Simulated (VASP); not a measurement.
# ZnGeP2 (I-42d) in VASP: single point with r2SCAN

Aim: the single point of ZnGeP2 with r2SCAN.

Program: VASP 6.6.1. These are calculated values, not measurements. Logs are shortened: lines on timing, memory, paths and dates and some standing lists are left out, and cuts for length are marked.

## 1. The cell of the first run

Symmetry: I-42d, No. 122, tetragonal system. Conventional cell: a = 5.424 Å, b = 5.424 Å, c = 10.709 Å, α = 90.00°, β = 90.00°, γ = 90.00°. Zn (site symmetry -4) has 4 P at 2.34 Å within 3.1 Å. Ge (site symmetry -4) has 4 P at 2.33 Å within 3.1 Å. P (site symmetry 2) has 2 Ge at 2.33 Å and 2 Zn at 2.34 Å within 3.1 Å.

## 2. Single point, r2SCAN

POSCAR

```
ZnGeP2
1.0
   -2.7121040000      2.7120730000      5.3542640000
    2.7120730000     -2.7121040000      5.3542640000
    2.7120590000      2.7120590000     -5.3542790000
Zn Ge P
2 2 4
Direct
    0.0000000000      0.0000000000      0.0000000000
    0.7499990000      0.2499990000      0.5000000000
    0.4999990000      0.4999990000      0.0000000000
    0.2499990000      0.7499990000      0.5000000000
    0.3750000000      0.3766520000      0.5016500000
    0.8750010000      0.8733500000      0.4983480000
    0.1266520000      0.6250000000      0.0016500000
    0.6233500000      0.1250010000      0.9983480000
```

INCAR.step1

```
SYSTEM = ZnGeP2
PREC     = Accurate       ! precision mode
ENCUT    = 550            ! plane-wave cutoff, eV
ISMEAR   = -1             ! smearing method
SIGMA    = 0.05           ! smearing width, eV
LREAL    = .FALSE.        ! projectors in reciprocal space
LASPH    = .TRUE.         ! aspherical terms in the spheres
NELM     = 120            ! most SCF steps
NBANDS   = 46             ! bands
GGA      = PE             ! functional
ALGO     = Normal         ! electronic algorithm
EDIFF    = 1E-5           ! SCF threshold, eV
LWAVE    = .TRUE.         ! write WAVECAR
LCHARG   = .FALSE.        ! write CHGCAR
GGA_COMPAT= .FALSE.      
KPAR     = 4
```

INCAR.step2

```
SYSTEM = ZnGeP2
PREC     = Accurate       ! precision mode
ENCUT    = 550            ! plane-wave cutoff, eV
EDIFF    = 1E-6           ! SCF threshold, eV
ISMEAR   = -1             ! smearing method
SIGMA    = 0.05           ! smearing width, eV
LREAL    = .FALSE.        ! projectors in reciprocal space
LASPH    = .TRUE.         ! aspherical terms in the spheres
NELM     = 120            ! most SCF steps
ALGO     = Normal         ! electronic algorithm
ISIF     = 2              ! what is computed and relaxed
LWAVE    = .FALSE.        ! write WAVECAR
LCHARG   = .FALSE.        ! write CHGCAR
METAGGA  = R2SCAN         ! meta-GGA
LMIXTAU  = .TRUE.       
NBANDS   = 46             ! bands
ISTART   = 1            
GGA_COMPAT= .FALSE.      
KPAR     = 4
```

KPOINTS

```
regular mesh
0
G
  6 6 6
  0 0 0
```

Potentials or basis: VASP PAW PBE potentials, release 64 (Zn, Ge_d, P).

Run with:

```bash
$ cat potpaw_PBE.64/Zn/POTCAR potpaw_PBE.64/Ge_d/POTCAR potpaw_PBE.64/P/POTCAR > POTCAR
$ cp INCAR.step1 INCAR
$ mpirun -np 4 vasp_std > vasp.out
$ cp INCAR.step2 INCAR
$ mpirun -np 4 vasp_std > vasp.out
```

OUTCAR:

```text
SYSTEM = ZnGeP2
   PREC = Accurate
   ENCUT = 550
   EDIFF = 1E-6
   ISMEAR = -1
   LREAL = .FALSE.
   LASPH = .TRUE.
   NELM = 120
   ISIF = 2
   METAGGA = R2SCAN
   ISTART = 1

 ion  position               nearest neighbor table
   1  0.000  0.000  0.000-   5 2.34   8 2.34   6 2.34   7 2.34
   2  0.750  0.250  0.500-   7 2.34   6 2.34   5 2.34   8 2.34
   3  0.500  0.500  0.000-   6 2.33   7 2.33   8 2.33   5 2.33
   4  0.250  0.750  0.500-   8 2.33   5 2.33   6 2.33   7 2.33
   5  0.375  0.377  0.502-   4 2.33   3 2.33   1 2.34   2 2.34
   6  0.875  0.873  0.498-   3 2.33   4 2.33   2 2.34   1 2.34
   7  0.127  0.625  0.002-   3 2.33   4 2.33   2 2.34   1 2.34
   8  0.623  0.125  0.998-   4 2.33   3 2.33   1 2.34   2 2.34

  LATTYP: Found a face centered orthorhombic cell.
 ALAT       =     7.6708173990
 B/A-ratio  =     1.0000165926
 C/A-ratio  =     1.3960087228

  Lattice vectors:

 A1 = (   2.7121040000,  -2.7120730000,  -5.3542640000)
 A2 = (   2.7120590000,   2.7120590000,  -5.3542790000)
 A3 = (   5.4241320000,  -0.0000450000,  -0.0000150000)

Analysis of symmetry for initial positions (statically):
=====================================================================
 Subroutine PRICEL returns:
 Original cell was already a primitive cell.

 Routine SETGRP: Setting up the symmetry group for a
 face centered orthorhombic supercell.

 Subroutine GETGRP returns: Found  4 space group operations
 (whereof  2 operations were pure point group operations)
 out of a pool of  8 trial point group operations.

The static configuration has the point symmetry C_2 .
 The point group associated with its full space group is C_2v.

Analysis of symmetry for dynamics (positions and initial velocities):
=====================================================================
 Subroutine PRICEL returns:
 Original cell was already a primitive cell.

 Routine SETGRP: Setting up the symmetry group for a
 face centered orthorhombic supercell.

 Subroutine GETGRP returns: Found  4 space group operations
 (whereof  2 operations were pure point group operations)
 out of a pool of  8 trial point group operations.

The dynamic configuration has the point symmetry C_2 .
 The point group associated with its full space group is C_2v.

 Subroutine INISYM returns: Found  4 space group operations
 (whereof  2 operations are pure point group operations),
 and found     1 'primitive' translations

----------------------------------------------------------------------------------------

                                     Primitive cell

  volume of cell :     157.5289

  direct lattice vectors                    reciprocal lattice vectors
    -2.712104000  2.712073000  5.354264000     0.000001788  0.184361553  0.093384050
     2.712073000 -2.712104000  5.354264000     0.184361553  0.000001788  0.093384050
     2.712059000  2.712059000 -5.354279000     0.184362825  0.184362825  0.000001067

  length of vectors
     6.586272925  6.586272925  6.586260825     0.206663405  0.206663405  0.260728407

  position of ions in fractional coordinates (direct lattice)
     0.000000000  0.000000000  0.000000000
     0.749999000  0.249999000  0.500000000
     0.499999000  0.499999000  1.000000000
     0.249999000  0.749999000  0.500000000
     0.375000000  0.376652000  0.501650000
     0.875001000  0.873350000  0.498348000
     0.126652000  0.625000000  0.001650000
     0.623350000  0.125001000  0.998348000

  ion indices of the primitive-cell ions
   primitive index   ion index
                 1           1
                 2           2
                 3           3
                 4           4
                 5           5
                 6           6
                 7           7
                 8           8

----------------------------------------------------------------------------------------

 KPOINTS: regular mesh

Automatic generation of k-mesh.
 Grid dimensions read from file:
 generate k-points for:    6    6    6

 Generating k-lattice:

  Cartesian coordinates                     Fractional coordinates (reciprocal lattice)
     0.000000298  0.030726926  0.015564008     0.166666667  0.000000000  0.000000000
     0.030726926  0.000000298  0.015564008     0.000000000  0.166666667  0.000000000
     0.030727137  0.030727137  0.000000178    -0.000000000 -0.000000000  0.166666667

  Length of vectors
     0.034443901  0.034443901  0.043454734

  Shift w.r.t. Gamma in fractional coordinates (k-lattice)
     0.000000000  0.000000000  0.000000000

 Subroutine IBZKPT returns following result:
 ===========================================

 Found     46 irreducible k-points:

 Following reciprocal coordinates:
            Coordinates               Weight
  0.000000  0.000000  0.000000      1.000000
  0.166667  0.000000  0.000000      8.000000
  0.333333  0.000000  0.000000      8.000000
  0.500000  0.000000  0.000000      4.000000
  0.166667  0.166667  0.000000      4.000000
  0.333333  0.166667  0.000000      8.000000
[... 16 lines left out ...]
  0.333333  0.333333  0.166667      2.000000
 -0.333333  0.333333  0.166667      4.000000
 [... further k-points ...]
   k-points           NKPTS =     46   k-points in BZ     NKDIM =     46   number of bands    NBANDS=     46
   number of dos      NEDOS =    301   number of ions     NIONS =      8
   total plane-waves  NPLWV = 125000
   dimension x,y,z NGX =    50 NGY =   50 NGZ =   50
   dimension x,y,z NGXF=   100 NGYF=  100 NGZF=  100
   ions per type =               2   2   4
   NGX,Y,Z   is equivalent  to a cutoff of  12.62, 12.62, 12.62 a.u.
   NGXF,Y,Z  is equivalent  to a cutoff of  25.24, 25.24, 25.24 a.u.
 SYSTEM =  ZnGeP2
   PREC   = accura    normal or accurate (medium, high low for compatibility)
   ISTART =      1    job   : 0-new  1-cont  2-samecut
   ICHARG =      0    charge: 1-file 2-atom 10-const
   ISPIN  =      1    spin polarized calculation?
   LNONCOLLINEAR =      F non collinear calculations
   LSORBIT =      F    spin-orbit coupling
   LASPH  =      T    aspherical Exc in radial PAW
   ENCUT  =  550.0 eV  40.42 Ry    6.36 a.u.  12.59 12.59 12.59*2*pi/ulx,y,z
   NELM   =    120;   NELMIN=  2; NELMDL=  0     # of ELM steps
   EDIFF  = 0.1E-05   stopping-criterion for ELM
   LREAL  =      F    real-space projection
[... 7 lines left out ...]
   TEBEG  =    0.0;   TEEND  =   0.0 temperature during run
   PSTRESS=    0.0 pullay stress
   NELECT =      72.0000    total number of electrons
   NUPDOWN=      -1.0000    fix difference up-down
   EMIN   =  10.00;   EMAX   =-10.00  energy-range for DOS
   EFERMI =   0.00;   METHOD = LEGACY
   ISMEAR =    -1;   SIGMA  =   0.05  broadening in eV -4-tet -1-fermi 0-gaus
   EFERMI_NEDOS =   21; number of points for ismear=-14 and -15
   IALGO  =     38    algorithm
   IMIX   =      4    mixing-type and parameters
     AMIX     =   0.40;   BMIX     =  1.00
     AMIX_MAG =   1.60;   BMIX_MAG =  1.00
  volume/ion in A,a.u.               =      19.69       132.88
  Fermi-wavevector in a.u.,A,eV,Ry     =   1.261050  2.383039 21.636618  1.590247
  Thomas-Fermi vector in A             =   2.394529
   LORBIT       =      0    0 simple, 1 ext, 2 COOP (PROOUT), +10 PAW based schemes
   METAGGA = R2SCAN    functional components
   LHFCALC =     F    Hartree Fock is set to
   AEXX    =    0.0000 exact exchange contribution
   IVDW    =     0    specifies the selected vdW correction
   LEPSILON=     F    determine dielectric tensor
   LRPA    =     F    only Hartree local field effects (RPA)
 non-spin polarized calculation
  energy-cutoff  :      550.00
  volume of cell :      157.53
 maximum number of plane-waves:      4645
   NGX = 25   NGY = 25   NGZ = 25

 number of electron      71.9999974 magnetization

 Free energy of the ion-electron system (eV)
  ---------------------------------------------------
  ext. energy  EPLUGINS =         0.00000000
  ---------------------------------------------------
  free energy    TOTEN  =       -83.75672610 eV

  energy without entropy =      -83.75672608  energy(sigma->0) =      -83.75672609

 E-fermi :   5.0239     XC(G=0): -10.6044

 val. band max:        4.3235295375   @ k =   0.0000   0.0000   0.0000
 cond. band min:       5.7744064461   @ k =   0.5000   0.5000   0.5000
 fundamental gap:      1.4508769086
 Fermi energy:         5.0239405943

 k-point     1 :       0.0000    0.0000    0.0000
  band No.  band energies     occupation
      1     -21.2669      2.00000
      2     -21.2653      2.00000
      3     -21.2653      2.00000
      4     -21.2599      2.00000
      5     -21.2530      2.00000
      6     -21.2530      2.00000
[... 38 lines left out ...]
     45       9.7438      0.00000
     46       9.8400      0.00000

 k-point     2 :       0.1667    0.0000    0.0000
  band No.  band energies     occupation
      1     -21.2669      2.00000
      2     -21.2654      2.00000
      3     -21.2649      2.00000
      4     -21.2599      2.00000
      5     -21.2538      2.00000
      6     -21.2527      2.00000
[... 38 lines left out ...]
     45       9.5759      0.00000
     46      10.2969      0.00000

 k-point     3 :       0.3333    0.0000    0.0000
  band No.  band energies     occupation
      1     -21.2668      2.00000
      2     -21.2657      2.00000
      3     -21.2639      2.00000
      4     -21.2596      2.00000
      5     -21.2558      2.00000
      6     -21.2522      2.00000
[... 1018 lines left out ...]
     45       9.9353      0.00000
     46       9.9353      0.00000

 k-point    24 :      -0.3333    0.3333    0.1667
  band No.  band energies     occupation
      1     -21.2670      2.00000
      2     -21.2653      2.00000
      3     -21.2627      2.00000
      4     -21.2593      2.00000
      5     -21.2572      2.00000
      6     -21.2528      2.00000
[... 38 lines left out ...]
     45      10.1181      0.00000
     46      10.2581      0.00000

 [... further k-points ...]

------------------------ aborting loop because EDIFF is reached ----------------------------------------

  FORCE on cell =-STRESS in cart. coord.  units (eV):
  Direction    XX          YY          ZZ          XY          YZ          ZX
  --------------------------------------------------------------------------------------
  -------------------------------------------------------------------------------------
  Total        0.7492516      0.7492516      0.7091293      0.0008874     -0.0000041     -0.0000041
  in kB        7.6204038      7.6204038      7.2123328      0.0090254     -0.0000420     -0.0000420
  external PRESSURE =       7.4843801 kB  Pullay stress =       0.0000000 kB

 VOLUME and BASIS-vectors are now :
 -----------------------------------------------------------------------------
  energy-cutoff  :      550.00
  volume of cell :      157.53
      direct lattice vectors                 reciprocal lattice vectors
    -2.712104000  2.712073000  5.354264000     0.000001788  0.184361553  0.093384050
     2.712073000 -2.712104000  5.354264000     0.184361553  0.000001788  0.093384050
     2.712059000  2.712059000 -5.354279000     0.184362825  0.184362825  0.000001067

 POSITION                                       TOTAL-FORCE (eV/Angst)
 -----------------------------------------------------------------------------------
      0.00000      0.00000      0.00000        -0.000000     -0.000000      0.000060
     -0.00003      2.71206      2.67711        -0.000000     -0.000000      0.000060
     -0.00002     -0.00002      5.35425        -0.000000     -0.000000      0.000137
      2.71206     -0.00003      2.67711        -0.000000     -0.000000      0.000137
      1.36497      1.35601      1.33857         0.160610      0.000032     -0.000099
      1.34704      1.35600      6.69284        -0.160610     -0.000032     -0.000098
      1.35603     -1.34710      4.01571         0.000032      0.160610     -0.000099
      1.35600      4.05913     -1.33856        -0.000032     -0.160610     -0.000098
 -----------------------------------------------------------------------------------
    total drift:                               -0.000182     -0.000187     -0.000030

  FREE ENERGIE OF THE ION-ELECTRON SYSTEM (eV)
  ---------------------------------------------------
  free  energy   TOTEN  =       -83.7567260972 eV

  energy  without entropy=      -83.7567260757  energy(sigma->0) =      -83.75672609
```

It took 6 min on 4 MPI ranks of Intel Xeon Platinum 8488C (Sapphire Rapids), shared host; peak memory 0.6 GiB.

Results:

```yaml
Free_energy: -83.7567 eV
Pressure: 0.7 GPa
Largest_force: 0.161 eV/Å
Band_gap_on_the_k_mesh: 1.45 eV, indirect (least direct gap 1.60 eV)
```

Forces in eV/Å, atoms in the order of the input:
```
Zn   0.000  0.000  0.000
Zn   0.000  0.000  0.000
Ge   0.000  0.000  0.000
Ge   0.000  0.000  0.000
P    0.161  0.000  0.000
P   -0.161  0.000  0.000
P    0.000  0.161  0.000
P    0.000 -0.161  0.000
```

Caveat: the PAW data sets were made with another functional, which shifts forces and pressure a little. A k mesh can miss the band edges.
